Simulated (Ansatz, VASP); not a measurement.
One calculation of C, two programs

```
CELL_PARAMETERS angstrom
1.23248 0.71157 3.36094
-1.23248 0.71157 3.36094
0.00000 -1.42315 3.36094
ATOMIC_POSITIONS crystal
C 0.17949 0.17949 0.14787
C 0.82051 0.82051 0.85213
```

Change from the starting cell: mode 4 frozen in at +0.024 Å and mode 6 at +0.045 Å (largest displacements).

Alike in both runs: task single point; functional PBE; dispersion D3(BJ); k mesh 15 × 15 × 15; occupations gaussian, width 0.05 eV; no spin polarisation.

|  | VASP | Ansatz |
| --- | --- | --- |
| version | VASP 6.6.1 | Ansatz 0.2.0 |
| potentials or method | VASP PAW PBE potentials, release 64 (C), cutoff 520 eV | scalar-relativistic, plane waves, PAW |
| valence electrons in the cell | 8 | 8 |

Ansatz gave:

- gap on the k mesh at the Fermi level (eV): 0.47
- least direct gap on the mesh (eV): 0.47
- pressure (GPa): 3.2
- traceless stress, the component that is largest in VASP (GPa): 10.07
- rms of the force components (eV/Å): 2.507

Task: Estimate VASP's values.

Result: gap on the k mesh at the Fermi level (eV): 0.47; least direct gap on the mesh (eV): 0.47; pressure (GPa): 3.6; traceless stress, the component that is largest in VASP (GPa): 10.47; rms of the force components (eV/Å): 2.510.

Atom by atom the forces differ by 0.004 eV/Å (rms over components).
